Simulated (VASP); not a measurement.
Write the native input for VASP 6.6.1 that does the following.

| Quantity | Value |
| --- | --- |
| Task | electric field gradients |
| Functional | PBE |
| Potentials or basis | VASP PAW PBE potentials, release 64 (Ag) |
| Cutoff | 520 eV |
| k mesh | 14 × 14 × 4 |
| Occupations | fermi-dirac, width 0.08 eV |
| Spin | no spin polarisation |
| Dipole correction | no |
| Further INCAR settings | ALGO = Normal; EDIFF = 1e-08; NBANDS = 30 |

The structure of Ag lies in POSCAR:

```
Ag
1.0
    2.8861989086     -0.0144309945     -0.0144309945
   -1.4555970622      2.5067370726     -0.0052821106
   -0.0500000000     -0.0500000000     10.0000000000
Ag
4
Direct
    0.3333333333      0.6666666667      0.2500000000
    0.6666666667      0.3333333333      0.7500000000
    0.0000000000      0.0000000000      0.0000000000
    0.0000000000      0.0000000000      0.5000000000
```

This cell differs from its parent crystal: equal xy, yz and zx shear strains of -1 %.

One way to write it, as run:

INCAR

```
SYSTEM = Ag
  PREC = Accurate
  ENCUT = 520
  EDIFF = 1E-8
  ISMEAR = -1
  SIGMA = 0.08
  LREAL = .FALSE.
  LASPH = .TRUE.
  NELM = 100
  ALGO = Normal
  ISIF = 2
  LWAVE = .FALSE.
  LCHARG = .FALSE.
  GGA = PE
  LEFG = .TRUE.
  NBANDS = 30
```

KPOINTS

```
Automatic mesh
0
G
  14 14 4
  0 0 0
```

Potentials or basis: VASP PAW PBE potentials, release 64 (Ag).

Command:

```sh
$ cat potpaw_PBE.64/Ag/POTCAR > POTCAR
$ mpirun -np 1 vasp_std > vasp.out
```

It gave:

| Quantity | Value |
| --- | --- |
| Pressure | -0.5 GPa |
| Largest force | 0.006 eV/Å |
| Band gap on the k mesh | zero (bands 22 and 23 overlap by 6.16 eV) |
| Largest electric field gradient by atom | Ag +10.5, +9.5 (each value once) V/Å² |

Caveat: the cell differs from its parent crystal (equal xy, yz and zx shear strains of -1 %); without QUAD_EFG the Cq values of the log hold for a quadrupole moment of 1 mb, not for the nuclei.

Run time: 18 min on 1 thread of Oxide Virtual Turin-like Processor (shared host), peak memory 0.65 GiB.
